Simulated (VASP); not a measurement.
# InAs (I-4m2) in VASP: further runs

InAs is run at these levels: PBEsol; tasks: single point.

Everything below comes from runs of VASP 6.6.1. Logs are shortened: lines on timing, memory, paths and dates and some standing lists are left out, and cuts for length are marked.

### Step 1. The cell of the first run

Symmetry: I-4m2, No. 119, tetragonal system. The conventional cell has a = 4.801 Å, b = 4.801 Å, c = 4.800 Å, α = 90.00°, β = 90.00°, γ = 90.00°. In (site symmetry -4m2) has 4 As at 2.68 Å within 3.5 Å. Within 3.5 Å of As (site symmetry -4m2) lie 4 In at 2.68 Å.

### Step 2. Single point, PBEsol

INCAR

```
SYSTEM = InAs
PREC = Accurate ; ENCUT = 520
EDIFF = 1E-6 ; ISMEAR = 0
SIGMA = 0.15 ; LREAL = .FALSE.
LASPH = .TRUE. ; NELM = 80
ALGO = Normal ; ISIF = 2
LWAVE = .FALSE. ; LCHARG = .FALSE.
GGA = PS ; NBANDS = 16
```

KPOINTS

```
Automatic mesh
0
G
  16 16 16
  0 0 0
```

POSCAR

```
InAs
1.0
    0.0000000000      3.3944961119      2.3999087511
    3.3944961119      0.0000000000      2.3999087511
    3.3944961119      3.3944961119      0.0000000000
In As
1 1
Direct
    0.0000000000      0.0000000000      0.0000000000
    0.7500000000      0.7500000000      0.7500000000
```

Potentials or basis: VASP PAW PBE potentials, release 64 (In_d, As).

The run is started by

```bash
> cat potpaw_PBE.64/In_d/POTCAR potpaw_PBE.64/As/POTCAR > POTCAR
> mpirun -np 1 vasp_std > vasp.out
```

OUTCAR:

```text
SYSTEM = InAs
   PREC = Accurate
   ENCUT = 520
   EDIFF = 1E-6
   ISMEAR = 0
   LREAL = .FALSE.
   LASPH = .TRUE.
   NELM = 80
   ISIF = 2
   GGA = PS

 ion  position               nearest neighbor table
   1  0.000  0.000  0.000-   2 2.68   2 2.68   2 2.68   2 2.68
   2  0.750  0.750  0.750-   1 2.68   1 2.68   1 2.68   1 2.68

  LATTYP: Found a body centered tetragonal cell.
 ALAT       =     4.8005424389
 C/A-ratio  =     0.9998489886

  Lattice vectors:

 A1 = (   0.0000000000,  -3.3944961119,  -2.3999087511)
 A2 = (   0.0000000000,   3.3944961119,  -2.3999087511)
 A3 = (   3.3944961119,   0.0000000000,   2.3999087511)

Analysis of symmetry for initial positions (statically):
=====================================================================
 Subroutine PRICEL returns:
 Original cell was already a primitive cell.

 Routine SETGRP: Setting up the symmetry group for a
 body centered tetragonal supercell.

 Subroutine GETGRP returns: Found  8 space group operations
 (whereof  8 operations were pure point group operations)
 out of a pool of 16 trial point group operations.

The static configuration has the point symmetry D_2d.

Analysis of symmetry for dynamics (positions and initial velocities):
=====================================================================
 Subroutine PRICEL returns:
 Original cell was already a primitive cell.

 Routine SETGRP: Setting up the symmetry group for a
 body centered tetragonal supercell.

 Subroutine GETGRP returns: Found  8 space group operations
 (whereof  8 operations were pure point group operations)
 out of a pool of 16 trial point group operations.

The dynamic configuration has the point symmetry D_2d.

 Subroutine INISYM returns: Found  8 space group operations
 (whereof  8 operations are pure point group operations),
 and found     1 'primitive' translations

----------------------------------------------------------------------------------------

                                     Primitive cell

  volume of cell :      55.3064

  direct lattice vectors                    reciprocal lattice vectors
     0.000000000  3.394496112  2.399908751    -0.147297267  0.147297267  0.208341255
     3.394496112  0.000000000  2.399908751     0.147297267 -0.147297267  0.208341255
     3.394496112  3.394496112  0.000000000     0.147297267  0.147297267 -0.208341255

  length of vectors
     4.157182443  4.157182443  4.800542439     0.294616782  0.294616782  0.294616782

  position of ions in fractional coordinates (direct lattice)
     0.000000000  0.000000000  0.000000000
     0.750000000  0.750000000  0.750000000

  ion indices of the primitive-cell ions
   primitive index   ion index
                 1           1
                 2           2

----------------------------------------------------------------------------------------

 KPOINTS: Automatic mesh

Automatic generation of k-mesh.
 Grid dimensions read from file:
 generate k-points for:   16   16   16

 Generating k-lattice:

  Cartesian coordinates                     Fractional coordinates (reciprocal lattice)
    -0.009206079  0.009206079  0.013021328     0.062500000  0.000000000  0.000000000
     0.009206079 -0.009206079  0.013021328     0.000000000  0.062500000  0.000000000
     0.009206079  0.009206079 -0.013021328     0.000000000  0.000000000  0.062500000

  Length of vectors
     0.018413549  0.018413549  0.018413549

  Shift w.r.t. Gamma in fractional coordinates (k-lattice)
     0.000000000  0.000000000  0.000000000

 Subroutine IBZKPT returns following result:
 ===========================================

 Found    349 irreducible k-points:

 Following reciprocal coordinates:
            Coordinates               Weight
  0.000000  0.000000  0.000000      1.000000
  0.062500  0.000000  0.000000      8.000000
  0.125000  0.000000  0.000000      8.000000
  0.187500  0.000000  0.000000      8.000000
  0.250000  0.000000  0.000000      8.000000
  0.312500  0.000000  0.000000      8.000000
[... 16 lines left out ...]
 -0.125000  0.062500  0.000000      8.000000
 -0.062500  0.062500  0.000000      4.000000
 [... further k-points ...]
   k-points           NKPTS =    349   k-points in BZ     NKDIM =    349   number of bands    NBANDS=     16
   number of dos      NEDOS =    301   number of ions     NIONS =      2
   total plane-waves  NPLWV =  36864
   dimension x,y,z NGX =    32 NGY =   32 NGZ =   36
   dimension x,y,z NGXF=    64 NGYF=   64 NGZF=   72
   ions per type =               1   1
   NGX,Y,Z   is equivalent  to a cutoff of  12.80, 12.80, 12.47 a.u.
   NGXF,Y,Z  is equivalent  to a cutoff of  25.59, 25.59, 24.93 a.u.
 SYSTEM =  InAs
   PREC   = accura    normal or accurate (medium, high low for compatibility)
   ISTART =      0    job   : 0-new  1-cont  2-samecut
   ICHARG =      2    charge: 1-file 2-atom 10-const
   ISPIN  =      1    spin polarized calculation?
   LNONCOLLINEAR =      F non collinear calculations
   LSORBIT =      F    spin-orbit coupling
   LASPH  =      T    aspherical Exc in radial PAW
   ENCUT  =  520.0 eV  38.22 Ry    6.18 a.u.   7.73  7.73  8.93*2*pi/ulx,y,z
   NELM   =     80;   NELMIN=  2; NELMDL= -5     # of ELM steps
   EDIFF  = 0.1E-05   stopping-criterion for ELM
   LREAL  =      F    real-space projection
   EDIFFG = 0.1E-04   stopping-criterion for IOM
   NSW    =      0    number of steps for IOM
   IBRION =     -1    ionic relax: 0-MD 1-quasi-New 2-CG
   NFREE  =      0    steps in history (QN), initial steepest desc. (CG)
   ISIF   =      2    stress and relaxation
   ISYM   =      2    0-nonsym 1-usesym 2-fastsym
   POTIM  = 0.5000    time-step for ionic-motion
   TEBEG  =    0.0;   TEEND  =   0.0 temperature during run
   PSTRESS=    0.0 pullay stress
   NELECT =      18.0000    total number of electrons
   NUPDOWN=      -1.0000    fix difference up-down
   EMIN   =  10.00;   EMAX   =-10.00  energy-range for DOS
   EFERMI =   0.00;   METHOD = LEGACY
   ISMEAR =     0;   SIGMA  =   0.15  broadening in eV -4-tet -1-fermi 0-gaus
   EFERMI_NEDOS =   21; number of points for ismear=-14 and -15
   IALGO  =     38    algorithm
   IMIX   =      4    mixing-type and parameters
     AMIX     =   0.40;   BMIX     =  1.00
     AMIX_MAG =   1.60;   BMIX_MAG =  1.00
  volume/ion in A,a.u.               =      27.65       186.61
  Fermi-wavevector in a.u.,A,eV,Ry     =   1.126092  2.128005 17.253320  1.268083
  Thomas-Fermi vector in A             =   2.262772
   LORBIT       =      0    0 simple, 1 ext, 2 COOP (PROOUT), +10 PAW based schemes
   GGA     = PS    functional components
   LHFCALC =     F    Hartree Fock is set to
   AEXX    =    0.0000 exact exchange contribution
   IVDW    =     0    specifies the selected vdW correction
   LEPSILON=     F    determine dielectric tensor
   LRPA    =     F    only Hartree local field effects (RPA)
 non-spin polarized calculation
 Gauss-broadening in eV      SIGMA  =   0.15
  energy-cutoff  :      520.00
  volume of cell :       55.31
 maximum number of plane-waves:      1508
   NGX = 15   NGY = 15   NGZ = 17

 number of electron      18.0000000 magnetization

 Free energy of the ion-electron system (eV)
  ---------------------------------------------------
  ext. energy  EPLUGINS =         0.00000000
  ---------------------------------------------------
  free energy    TOTEN  =        -8.20184120 eV

  energy without entropy =       -8.19921966  energy(sigma->0) =       -8.20053043

 E-fermi :   4.5516     XC(G=0):  -9.3900

 val. band max:        4.5285664239   @ k =   0.4375   0.0000   0.0000
 cond. band min:       4.5747843763   @ k =   0.5000   0.4375   0.0625
 fundamental gap:      0.0462179524
 Fermi energy:         4.5516297174

 k-point     1 :       0.0000    0.0000    0.0000
  band No.  band energies     occupation
      1      -9.9864      2.00000
      2      -9.9864      2.00000
      3      -9.9298      2.00000
      4      -9.9111      2.00000
      5      -9.8587      2.00000
      6      -7.2959      2.00000
[... 8 lines left out ...]
     15      11.8067      0.00000
     16      13.1483      0.00000

 k-point     2 :       0.0625    0.0000    0.0000
  band No.  band energies     occupation
      1      -9.9882      2.00000
      2      -9.9852      2.00000
      3      -9.9304      2.00000
      4      -9.9118      2.00000
      5      -9.8577      2.00000
      6      -7.2562      2.00000
[... 8 lines left out ...]
     15      11.9854      0.00000
     16      12.9390      0.00000

 k-point     3 :       0.1250    0.0000    0.0000
  band No.  band energies     occupation
      1      -9.9946      2.00000
      2      -9.9821      2.00000
      3      -9.9315      2.00000
      4      -9.9129      2.00000
      5      -9.8547      2.00000
      6      -7.1392      2.00000
[... 8 lines left out ...]
     15      12.0657      0.00000
     16      13.3322      0.00000

 k-point     4 :       0.1875    0.0000    0.0000
  band No.  band energies     occupation
      1     -10.0068      2.00000
      2      -9.9782      2.00000
      3      -9.9314      2.00000
      4      -9.9136      2.00000
      5      -9.8494      2.00000
      6      -6.9516      2.00000
[... 8 lines left out ...]
     15      12.0434      0.00000
     16      14.1521      0.00000
[... 324 lines left out ...]
 k-point    22 :      -0.1875    0.0625    0.0000
  band No.  band energies     occupation
      1     -10.0147      2.00000
      2      -9.9757      2.00000
      3      -9.9257      2.00000
      4      -9.9093      2.00000
      5      -9.8499      2.00000
      6      -6.9028      2.00000
[... 8 lines left out ...]
     15      11.8302      0.00000
     16      14.0384      0.00000

 k-point    23 :      -0.1250    0.0625    0.0000
  band No.  band energies     occupation
      1     -10.0028      2.00000
      2      -9.9801      2.00000
      3      -9.9255      2.00000
      4      -9.9095      2.00000
      5      -9.8547      2.00000
      6      -7.0933      2.00000
[... 8 lines left out ...]
     15      11.7987      0.00000
     16      13.2469      0.00000

 k-point    24 :      -0.0625    0.0625    0.0000
  band No.  band energies     occupation
      1      -9.9943      2.00000
      2      -9.9836      2.00000
      3      -9.9265      2.00000
      4      -9.9102      2.00000
      5      -9.8573      2.00000
      6      -7.2134      2.00000
[... 8 lines left out ...]
     15      11.9285      0.00000
     16      12.7072      0.00000

 [... further k-points ...]

------------------------ aborting loop because EDIFF is reached ----------------------------------------

  FORCE on cell =-STRESS in cart. coord.  units (eV):
  Direction    XX          YY          ZZ          XY          YZ          ZX
  --------------------------------------------------------------------------------------
  -------------------------------------------------------------------------------------
  Total       -1.1110574     -1.1110574      0.7735886      0.0000000     -0.0000000      0.0000000
  in kB      -32.1863500    -32.1863500     22.4101776      0.0000000     -0.0000000      0.0000000
  external PRESSURE =     -13.9875075 kB  Pullay stress =       0.0000000 kB

 VOLUME and BASIS-vectors are now :
 -----------------------------------------------------------------------------
  energy-cutoff  :      520.00
  volume of cell :       55.31
      direct lattice vectors                 reciprocal lattice vectors
     0.000000000  3.394496112  2.399908751    -0.147297267  0.147297267  0.208341255
     3.394496112  0.000000000  2.399908751     0.147297267 -0.147297267  0.208341255
     3.394496112  3.394496112  0.000000000     0.147297267  0.147297267 -0.208341255

 POSITION                                       TOTAL-FORCE (eV/Angst)
 -----------------------------------------------------------------------------------
      0.00000      0.00000      0.00000         0.000000      0.000000     -0.000000
      5.09174      5.09174      3.59986        -0.000000     -0.000000      0.000000
 -----------------------------------------------------------------------------------
    total drift:                                0.000001      0.000001     -0.000002

  FREE ENERGIE OF THE ION-ELECTRON SYSTEM (eV)
  ---------------------------------------------------
  free  energy   TOTEN  =        -8.2018412001 eV

  energy  without entropy=       -8.1992196597  energy(sigma->0) =       -8.20053043
```

Wall time 2.7 min (1 thread of AMD EPYC 9R45 (Zen 5), shared host); peak memory 0.41 GiB.

What came out:

```yaml
Free_energy: -8.2018 eV
Pressure: -1.4 GPa
Band_gap_on_the_k_mesh: zero (bands 9 and 10 overlap by 0.45 eV)
```

Stress tensor (GPa, compression positive):
```
-3.22  0.00  0.00
 0.00 -3.22  0.00
 0.00  0.00  2.24
```

Caveat: semilocal functionals underestimate gaps, so a narrow gap can read as zero; the PAW data sets were made with another functional, which shifts forces and pressure a little; spin-orbit coupling is left out, which moves the levels of the heavy elements.

### Step 3. Single point, PBEsol

This run uses another cell than the first one, of the same volume but with other edges.

INCAR

```
SYSTEM = InAs
PREC = Accurate ; ENCUT = 520
EDIFF = 1E-6 ; ISMEAR = 0
SIGMA = 0.15 ; LREAL = .False.
LASPH = .True. ; NELM = 60
ALGO = Normal ; ISIF = 2
LWAVE = .False. ; LCHARG = .False.
GGA = PS ; NBANDS = 16
```

KPOINTS

```
Automatic mesh
0
Gamma
  16 16 16
  0 0 0
```

POSCAR

```
InAs
1.0
    0.0000000000      2.6942133495      3.8096176761
    2.6942133495      0.0000000000      3.8096176761
    2.6942133495      2.6942133495      0.0000000000
In As
1 1
Direct
    0.0000000000      0.0000000000      0.0000000000
    0.7500000000      0.7500000000      0.7500000000
```

Potentials or basis: VASP PAW PBE potentials, release 64 (In_d, As).

The run is started by

```bash
> cat potpaw_PBE.64/In_d/POTCAR potpaw_PBE.64/As/POTCAR > POTCAR
> mpirun -np 1 vasp_std > vasp.out
```

Run time: 2.9 min. Hardware: 1 thread of AMD EPYC 9R45 (Zen 5), shared host; peak memory 0.41 GiB.

It converged, with:

- Free energy: -7.8652 eV
- Pressure: -0.1 GPa
- Band gap on the k mesh: zero (bands 9 and 10 overlap by 0.41 eV)

Stress tensor (GPa, compression positive):
```
 4.62  0.00  0.00
 0.00  4.62  0.00
 0.00  0.00 -9.41
```

Levels at points of the mesh, in eV from the Fermi level:
```tsv
k point	band 6	band 7	band 8	band 9	band 10	band 11	band 12	band 13
(0.00, 0.00, 0.00)	-12.19	-2.23	-1.83	0.26	0.26	3.76	3.76	4.39
(0.50, 0.00, 0.00)	-10.75	-6.13	-2.63	-0.86	0.01	4.69	5.49	6.03
(0.50, 0.50, 0.00)	-10.98	-7.47	-1.22	-1.22	2.46	3.47	6.24	8.15
(0.50, 0.00, 0.50)	-9.93	-5.42	-3.14	-3.03	0.48	0.59	5.62	6.52
```

Caveat: semilocal functionals underestimate gaps, so a narrow gap can read as zero; the PAW data sets were made with another functional, which shifts forces and pressure a little; spin-orbit coupling is left out, which moves the levels of the heavy elements.

### Step 4. Single point, PBEsol

This run uses another cell than the first one, of the same volume but with other edges.

INCAR

```
SYSTEM = InAs
  ALGO = Normal
  EDIFF = 1E-6
  ENCUT = 520
  GGA = PS
  ISIF = 2
  ISMEAR = 0
  LASPH = .True.
  LCHARG = .False.
  LREAL = .False.
  LWAVE = .False.
  NBANDS = 16
  NELM = 80
  PREC = Accurate
  SIGMA = 0.15
```

KPOINTS

```
k-points
0
Gamma
  16 16 16
  0 0 0
```

POSCAR

```
InAs
1.0
    0.0000000000      2.8456929513      3.4148315416
    2.8456929513      0.0000000000      3.4148315416
    2.8456929513      2.8456929513      0.0000000000
In As
1 1
Direct
    0.0000000000      0.0000000000      0.0000000000
    0.7500000000      0.7500000000      0.7500000000
```

The run is started by

```bash
> cat potpaw_PBE.64/In_d/POTCAR potpaw_PBE.64/As/POTCAR > POTCAR
> mpirun -np 1 vasp_std > vasp.out
```

Wall time 3 min (1 thread of AMD EPYC 9R45 (Zen 5), shared host); peak memory 0.41 GiB.

The run converged. Its results:

- Free energy: -8.3224 eV
- Pressure: 0.7 GPa
- Band gap on the k mesh: zero (bands 9 and 10 overlap by 0.04 eV)

Stress tensor (GPa, compression positive):
```
 3.53  0.00  0.00
 0.00  3.53  0.00
 0.00  0.00 -4.99
```

Levels at points of the mesh, in eV from the Fermi level:
```
           k point  band 6  band 7  band 8  band 9  band 10  band 11  band 12  band 13
(0.00, 0.00, 0.00)  -12.22   -1.20   -0.93   -0.05    -0.05     3.50     3.50     3.87
(0.50, 0.00, 0.00)  -10.75   -6.16   -2.03   -0.68     0.04     4.18     4.86     6.49
(0.50, 0.50, 0.00)  -10.60   -6.92   -1.97   -1.97     1.75     2.66     7.47     8.65
(0.50, 0.00, 0.50)  -10.05   -5.85   -2.99   -2.94     0.77     1.08     7.28     8.15
```

Caveat: semilocal functionals underestimate gaps, so a narrow gap can read as zero; the PAW data sets were made with another functional, which shifts forces and pressure a little; spin-orbit coupling is left out, which moves the levels of the heavy elements.

[end of part 1 of 2]
